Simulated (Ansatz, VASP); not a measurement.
Two plane-wave programs on EuS

Contents of INCAR:

```
PREC = Accurate ; ENCUT = 600
EDIFF = 1E-7 ; ISMEAR = -1
SIGMA = 0.05 ; LREAL = False
LASPH = True ; NELM = 200
ALGO = Normal ; ISIF = 3
LWAVE = False ; LCHARG = False
ISPIN = 2 ; MAGMOM = 7 0
LORBIT = 11 ; LMAXMIX = 6
GGA = PE ; IVDW = 13
IBRION = 2 ; NSW = 60
EDIFFG = -0.01 ; GGA_COMPAT = False
NELMIN = 4
```

The input KPOINTS:

```
regular mesh
0
Gamma
  8 8 8
```

POSCAR

```
EuS
1.0
    0.0000000000      2.9785000000      2.9785000000
    2.9785000000      0.0000000000      2.9785000000
    2.9785000000      2.9785000000      0.0000000000
Eu S
1 1
Direct
    0.0000000000      0.0000000000      0.0000000000
    0.5000000000      0.5000000000      0.5000000000
```

input.yaml

```yaml
crystal:
  lattice:
    - [0.0, 2.9785, 2.9785]
    - [2.9785, 0.0, 2.9785]
    - [2.9785, 2.9785, 0.0]
  atoms:
    - { symbol: Eu, position: [0.0, 0.0, 0.0], spin: 7.0 }
    - { symbol: S, position: [0.5, 0.5, 0.5] }
hamiltonian:
  xc: pbe
  pseudopotentials: { kind: paw }
  dispersion: d4
magnetization:
  spin_polarized: true
kpoints:
  mp_grid: { grid: [8, 8, 8] }
scf:
  occupations: { method: fermi_dirac, width: 0.05 }
output:
  forces: true
  stress: true
  write_density: true
  write_potential: true
  elf: true
  volumetric_format: npy
relax:
  f_tol: 0.01
  max_steps: 40
  cell: { stress_tol: 0.05 }
```

Alike in both runs: task relaxation of cell and atoms; functional PBE; dispersion D4; k mesh 8 × 8 × 8; occupations fermi-dirac, width 0.05 eV; collinear spin.

```csv
,VASP,Ansatz
version,VASP 6.6.1,Ansatz 0.2.0
potentials or method,"VASP PAW PBE potentials, release 64 (Eu, S)",Ansatz PAW
plane-wave cutoff (eV),600,420
valence electrons in the cell,23,23
```

Ansatz gave:

```
gap on the k mesh at the Fermi level, each at its own relaxed structure (eV) : none
net moment per atom (μB)                                                     : 3.48
size of the moment on the site where the two differ most (μB)                : 6.69
relaxed volume (Å³/atom)                                                     : 24.06
relaxed length of the cell vector where the two differ most in proportion (Å)              : 4.083
```

**Question.** What did VASP give for the same quantities?

**Answer.** gap on the k mesh at the Fermi level, each at its own relaxed structure (eV): none; net moment per atom (μB): 3.47; size of the moment on the site where the two differ most (μB): 6.55; relaxed volume (Å³/atom): 23.94; relaxed length of the cell vector where the two differ most in proportion (Å): 4.076.

Site moments also hang on the region over which each program counts them. A gap of «none» marks a metal or a gap that the smearing closes.

Spin-orbit coupling is off throughout. Noted on Ansatz's run: the plane-wave basis is chosen anew once the cell has moved, so the energies of steps on either side of that aren't comparable.
